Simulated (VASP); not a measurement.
# Sb (Pm-3m) in VASP: settings compared

Aim: see how the results for Sb move with the level of theory and the settings. Levels: r2SCAN0, PBE0. Tasks: single point.

All numbers are computed with VASP 6.6.1; they aren't measurements. Logs are shortened: lines on timing, memory, paths and dates and some standing lists are left out, and cuts for length are marked.

## (1) The cell of the first run

The structure is cubic, space group Pm-3m (No. 221). Conventional cell: a = 3.160 Å, b = 3.160 Å, c = 3.160 Å, α = 90.00°, β = 90.00°, γ = 90.00°. Within 4.2 Å of Sb (site symmetry m-3m) lie 6 Sb at 3.16 Å.

This isn't the form of Sb at room conditions, which is rhombohedral.

## (2) Single point, r2SCAN0

Contents of POSCAR:

```
Sb
1.0
    3.1600000000      0.0000000000      0.0000000000
    0.0000000000      3.1600000000      0.0000000000
    0.0000000000      0.0000000000      3.1600000000
Sb
1
Direct
    0.0000000000      0.0000000000      0.0000000000
```

Contents of INCAR.step1:

```
PREC     = Accurate       # precision mode
ENCUT    = 440            # plane-wave cutoff, eV
EDIFF    = 1E-5           # SCF threshold, eV
ISMEAR   = -1             # smearing method
SIGMA    = 0.05           # smearing width, eV
LREAL    = False          # projectors in reciprocal space
LASPH    = True           # aspherical terms in the spheres
NELM     = 120            # most SCF steps
ALGO     = Normal         # electronic algorithm
ISIF     = 2              # what is computed and relaxed
LWAVE    = True           # write WAVECAR
LCHARG   = False          # write CHGCAR
GGA      = PE             # functional
NBANDS   = 14             # bands
GGA_COMPAT= False
```

Contents of INCAR.step2:

```
PREC     = Accurate       # precision mode
ENCUT    = 440            # plane-wave cutoff, eV
EDIFF    = 1E-6           # SCF threshold, eV
ISMEAR   = -1             # smearing method
SIGMA    = 0.05           # smearing width, eV
LREAL    = False          # projectors in reciprocal space
LASPH    = True           # aspherical terms in the spheres
NELM     = 120            # most SCF steps
ALGO     = Normal         # electronic algorithm
ISIF     = 2              # what is computed and relaxed
LWAVE    = False          # write WAVECAR
LCHARG   = False          # write CHGCAR
METAGGA  = R2SCAN         # meta-GGA
LHFCALC  = True           # exact exchange
AEXX     = 0.25           # exact-exchange fraction
LMIXTAU  = True         
PRECFOCK = Normal       
ISTART   = 1            
NBANDS   = 14             # bands
GGA_COMPAT= False
```

Contents of KPOINTS:

```
Automatic mesh
0
Gamma
  4 4 4
```

Potentials or basis: VASP PAW PBE potentials, release 64 (Sb_d_GW).

On the command line:

```
$ cat potpaw_PBE.64/Sb_d_GW/POTCAR > POTCAR
$ cp INCAR.step1 INCAR
$ mpirun -np 1 vasp_std > vasp.out
$ cp INCAR.step2 INCAR
$ mpirun -np 1 vasp_std > vasp.out
```

OUTCAR:

```text
PREC = Accurate
   ENCUT = 440
   EDIFF = 1E-6
   ISMEAR = -1
   LREAL = False
   LASPH = True
   NELM = 120
   ISIF = 2
   METAGGA = R2SCAN
   LHFCALC = True
   AEXX = 0.25
   PRECFOCK = Normal
   ISTART = 1

 ion  position               nearest neighbor table
   1  0.000  0.000  0.000-

  LATTYP: Found a simple cubic cell.
 ALAT       =     3.1600000000

  Lattice vectors:

 A1 = (   3.1600000000,   0.0000000000,   0.0000000000)
 A2 = (   0.0000000000,   3.1600000000,   0.0000000000)
 A3 = (   0.0000000000,   0.0000000000,   3.1600000000)

Analysis of symmetry for initial positions (statically):
=====================================================================
 Subroutine PRICEL returns:
 Original cell was already a primitive cell.

 Routine SETGRP: Setting up the symmetry group for a
 simple cubic supercell.

 Subroutine GETGRP returns: Found 48 space group operations
 (whereof 48 operations were pure point group operations)
 out of a pool of 48 trial point group operations.

The static configuration has the point symmetry O_h .

Analysis of symmetry for dynamics (positions and initial velocities):
=====================================================================
 Subroutine PRICEL returns:
 Original cell was already a primitive cell.

 Routine SETGRP: Setting up the symmetry group for a
 simple cubic supercell.

 Subroutine GETGRP returns: Found 48 space group operations
 (whereof 48 operations were pure point group operations)
 out of a pool of 48 trial point group operations.

The dynamic configuration has the point symmetry O_h .

 Subroutine INISYM returns: Found 48 space group operations
 (whereof 48 operations are pure point group operations),
 and found     1 'primitive' translations

----------------------------------------------------------------------------------------

                                     Primitive cell

  volume of cell :      31.5545

  direct lattice vectors                    reciprocal lattice vectors
     3.160000000  0.000000000  0.000000000     0.316455696  0.000000000  0.000000000
     0.000000000  3.160000000  0.000000000     0.000000000  0.316455696  0.000000000
     0.000000000  0.000000000  3.160000000     0.000000000  0.000000000  0.316455696

  length of vectors
     3.160000000  3.160000000  3.160000000     0.316455696  0.316455696  0.316455696

  position of ions in fractional coordinates (direct lattice)
     0.000000000  0.000000000  0.000000000

  ion indices of the primitive-cell ions
   primitive index   ion index
                 1           1

----------------------------------------------------------------------------------------

 KPOINTS: Automatic mesh

Automatic generation of k-mesh.
 Grid dimensions read from file:
 generate k-points for:    4    4    4

 Generating k-lattice:

  Cartesian coordinates                     Fractional coordinates (reciprocal lattice)
     0.079113924  0.000000000  0.000000000     0.250000000  0.000000000  0.000000000
     0.000000000  0.079113924  0.000000000     0.000000000  0.250000000  0.000000000
     0.000000000  0.000000000  0.079113924     0.000000000  0.000000000  0.250000000

  Length of vectors
     0.079113924  0.079113924  0.079113924

  Shift w.r.t. Gamma in fractional coordinates (k-lattice)
     0.000000000  0.000000000  0.000000000

 Subroutine IBZKPT returns following result:
 ===========================================

 Found     10 irreducible k-points:

 Following reciprocal coordinates:
            Coordinates               Weight
  0.000000  0.000000  0.000000      1.000000
  0.250000  0.000000  0.000000      6.000000
  0.500000  0.000000  0.000000      3.000000
  0.250000  0.250000  0.000000     12.000000
  0.500000  0.250000  0.000000     12.000000
  0.500000  0.500000  0.000000      3.000000
  0.250000  0.250000  0.250000      8.000000
  0.500000  0.250000  0.250000     12.000000
  0.500000  0.500000  0.250000      6.000000
  0.500000  0.500000  0.500000      1.000000
   k-points           NKPTS =     10   k-points in BZ     NKDIM =     64   number of bands    NBANDS=     14
   number of dos      NEDOS =    301   number of ions     NIONS =      1
   total plane-waves  NPLWV =  13824
   dimension x,y,z NGX =    24 NGY =   24 NGZ =   24
   dimension x,y,z NGXF=    48 NGYF=   48 NGZF=   48
   ions per type =               1
   NGX,Y,Z   is equivalent  to a cutoff of  12.63, 12.63, 12.63 a.u.
   NGXF,Y,Z  is equivalent  to a cutoff of  25.25, 25.25, 25.25 a.u.
 SYSTEM =  unknown system
   PREC   = accura    normal or accurate (medium, high low for compatibility)
   ISTART =      1    job   : 0-new  1-cont  2-samecut
   ICHARG =      0    charge: 1-file 2-atom 10-const
   ISPIN  =      1    spin polarized calculation?
   LNONCOLLINEAR =      F non collinear calculations
   LSORBIT =      F    spin-orbit coupling
   LASPH  =      T    aspherical Exc in radial PAW
   ENCUT  =  440.0 eV  32.34 Ry    5.69 a.u.   5.40  5.40  5.40*2*pi/ulx,y,z
   NELM   =    120;   NELMIN=  2; NELMDL=  0     # of ELM steps
   EDIFF  = 0.1E-05   stopping-criterion for ELM
   LREAL  =      F    real-space projection
   EDIFFG = 0.1E-04   stopping-criterion for IOM
   NSW    =      0    number of steps for IOM
   IBRION =     -1    ionic relax: 0-MD 1-quasi-New 2-CG
   NFREE  =      0    steps in history (QN), initial steepest desc. (CG)
   ISIF   =      2    stress and relaxation
   ISYM   =      3    0-nonsym 1-usesym 2-fastsym
   POTIM  = 0.5000    time-step for ionic-motion
   TEBEG  =    0.0;   TEEND  =   0.0 temperature during run
   PSTRESS=    0.0 pullay stress
   NELECT =      15.0000    total number of electrons
   NUPDOWN=      -1.0000    fix difference up-down
   EMIN   =  10.00;   EMAX   =-10.00  energy-range for DOS
   EFERMI =   0.00;   METHOD = LEGACY
   ISMEAR =    -1;   SIGMA  =   0.05  broadening in eV -4-tet -1-fermi 0-gaus
   EFERMI_NEDOS =   21; number of points for ismear=-14 and -15
   IALGO  =     38    algorithm
   IMIX   =      1    mixing-type and parameters
     AMIX     =   0.40;   BMIX     =  1.00
     AMIX_MAG =   1.60;   BMIX_MAG =  1.00
  volume/ion in A,a.u.               =      31.55       212.94
  Fermi-wavevector in a.u.,A,eV,Ry     =   1.277668  2.414443 22.210649  1.632437
  Thomas-Fermi vector in A             =   2.410255
   LORBIT       =      0    0 simple, 1 ext, 2 COOP (PROOUT), +10 PAW based schemes
   METAGGA = R2SCAN    functional components
   LHFCALC =     T    Hartree Fock is set to
   PRECFOCK=normal    Normal, Fast or Accurate (Low or Medium for compatibility)
   ENCUT4O =  -1.0   cutoff for four orbital integrals eV
   NKREDX  =     1    reduce k-point grid by
   NKREDY  =     1    reduce k-point grid by
   NKREDZ  =     1    reduce k-point grid by
   AEXX    =    0.2500 exact exchange contribution
   HFSCREEN=    0.0000 screening length (either q_TF or 0.3 A-1)
   HFSCREENC=   0.0000 screening length for correlation (either q_TF or 0.3 A-1)
   ENCUTFOCK=  -1.0 apply spherical cutoff to Coloumb kernel
   IVDW    =     0    specifies the selected vdW correction
   LEPSILON=     F    determine dielectric tensor
   LRPA    =     F    only Hartree local field effects (RPA)
 non-spin polarized calculation
  energy-cutoff  :      440.00
  volume of cell :       31.55
 maximum number of plane-waves:       691
 NGX is ok and might be reduce to    24
  NGX = 18; NGY = 18; NGZ = 18

 number of electron      14.9999992 magnetization

 Free energy of the ion-electron system (eV)
  ---------------------------------------------------
  ext. energy  EPLUGINS =         0.00000000
  ---------------------------------------------------
  free energy    TOTEN  =       -21.22506705 eV

  energy without entropy =      -21.21658578  energy(sigma->0) =      -21.22082642

 E-fermi :   4.8202     XC(G=0):  -8.2161

 val. band max:        3.4220804451   @ k =   0.2500   0.2500   0.2500
 cond. band min:       4.9007885403   @ k =   0.5000   0.2500   0.0000
 fundamental gap:      1.4787080952
 Fermi energy:         4.8202309712

 k-point     1 :       0.0000    0.0000    0.0000
  band No.  band energies     occupation
      1     -28.3177      2.00000
      2     -28.3177      2.00000
      3     -28.1423      2.00000
      4     -28.1423      2.00000
      5     -28.1423      2.00000
      6      -9.8010      2.00000
      7       8.3954      0.00000
      8       8.3954      0.00000
      9       8.3954      0.00000
     10      12.5713      0.00000
     11      12.5713      0.00000
     12      13.8994      0.00000
     13      25.0477      0.00000
     14      25.0477      0.00000

 k-point     2 :       0.2500    0.0000    0.0000
  band No.  band energies     occupation
      1     -28.3142      2.00000
      2     -28.2448      2.00000
      3     -28.1645      2.00000
      4     -28.1645      2.00000
      5     -28.1402      2.00000
      6      -8.8446      2.00000
      7       1.8347      2.00000
      8       9.2923      0.00000
      9       9.2923      0.00000
     10      13.3920      0.00000
     11      14.2950      0.00000
     12      19.8788      0.00000
     13      20.7844      0.00000
     14      20.8040      0.00000

 k-point     3 :       0.5000    0.0000    0.0000
  band No.  band energies     occupation
      1     -28.3104      2.00000
      2     -28.1864      2.00000
      3     -28.1864      2.00000
      4     -28.1715      2.00000
      5     -28.1381      2.00000
      6      -7.1866      2.00000
      7      -2.1534      2.00000
      8      10.5809      0.00000
      9      10.5809      0.00000
     10      15.0443      0.00000
     11      16.4321      0.00000
     12      17.5477      0.00000
     13      17.5518      0.00000
     14      17.8318      0.00000
[... 86 lines left out ...]
 k-point     9 :       0.5000    0.5000    0.2500
  band No.  band energies     occupation
      1     -28.2362      2.00000
      2     -28.2073      2.00000
      3     -28.2073      2.00000
      4     -28.1623      2.00000
      5     -28.0860      2.00000
      6      -3.2374      2.00000
      7       0.9806      2.00000
      8       0.9806      2.00000
      9       7.4512      0.00000
     10       8.5820      0.00000
     11      13.4957      0.00000
     12      13.4957      0.00000
     13      16.5254      0.00000
     14      25.9503      0.00000

 k-point    10 :       0.5000    0.5000    0.5000
  band No.  band energies     occupation
      1     -28.2330      2.00000
      2     -28.2330      2.00000
      3     -28.2330      2.00000
      4     -28.0839      2.00000
      5     -28.0839      2.00000
      6      -1.0293      2.00000
      7       2.1919      2.00000
      8       2.1919      2.00000
      9       2.1919      2.00000
     10      10.4533      0.00000
     11      10.4533      0.00000
     12      10.4533      0.00000
     13      12.8217      0.00000
     14      30.8904      0.00000

------------------------ aborting loop because EDIFF is reached ----------------------------------------

  FORCE on cell =-STRESS in cart. coord.  units (eV):
  Direction    XX          YY          ZZ          XY          YZ          ZX
  --------------------------------------------------------------------------------------
  -------------------------------------------------------------------------------------
  Total       -1.2287751     -1.2287751     -1.2287751     -0.0000000     -0.0000000      0.0000000
  in kB      -62.3909689    -62.3909689    -62.3909689     -0.0000000     -0.0000000      0.0000000
  external PRESSURE =     -62.3909689 kB  Pullay stress =       0.0000000 kB

 VOLUME and BASIS-vectors are now :
 -----------------------------------------------------------------------------
  energy-cutoff  :      440.00
  volume of cell :       31.55
      direct lattice vectors                 reciprocal lattice vectors
     3.160000000  0.000000000  0.000000000     0.316455696  0.000000000  0.000000000
     0.000000000  3.160000000  0.000000000     0.000000000  0.316455696  0.000000000
     0.000000000  0.000000000  3.160000000     0.000000000  0.000000000  0.316455696

 POSITION                                       TOTAL-FORCE (eV/Angst)
 -----------------------------------------------------------------------------------
      0.00000      0.00000      0.00000         0.000000      0.000000      0.000000
 -----------------------------------------------------------------------------------
    total drift:                                0.000002      0.000002      0.000002

  FREE ENERGIE OF THE ION-ELECTRON SYSTEM (eV)
  ---------------------------------------------------
  free  energy   TOTEN  =       -21.2250670530 eV

  energy  without entropy=      -21.2165857779  energy(sigma->0) =      -21.22082642
```

Wall time 2.1 min (1 thread of AMD EPYC 9R45 (Zen 5), shared host); peak memory 0.12 GiB.

Results:

```
Free energy            : -21.2251 eV
Pressure               : -6.2 GPa
Band gap on the k mesh : zero (an odd number of electrons rules out a gap without spin polarisation)
```

Levels at points of the mesh, in eV from the Fermi level:
```
           k point  band 5  band 6  band 7  band 8  band 9  band 10
(0.00, 0.00, 0.00)  -32.96  -14.62    3.58    3.58    3.58     7.75
(0.50, 0.00, 0.00)  -32.96  -12.01   -6.97    5.76    5.76    10.22
(0.50, 0.50, 0.00)  -32.91   -9.11   -4.71   -4.71    2.86     7.91
(0.50, 0.50, 0.50)  -32.90   -5.85   -2.63   -2.63   -2.63     5.63
```

Caveat: the k points lie up to 0.50 Å⁻¹ apart, too coarse for converged energies and pressures of a metal; the PAW data sets were made with another functional, which shifts forces and pressure a little; spin-orbit coupling is left out, which moves the levels of the heavy elements.

[end of part 1 of 2]

The gap in the log of VASP goes by the Fermi energy; the results here count the filled bands.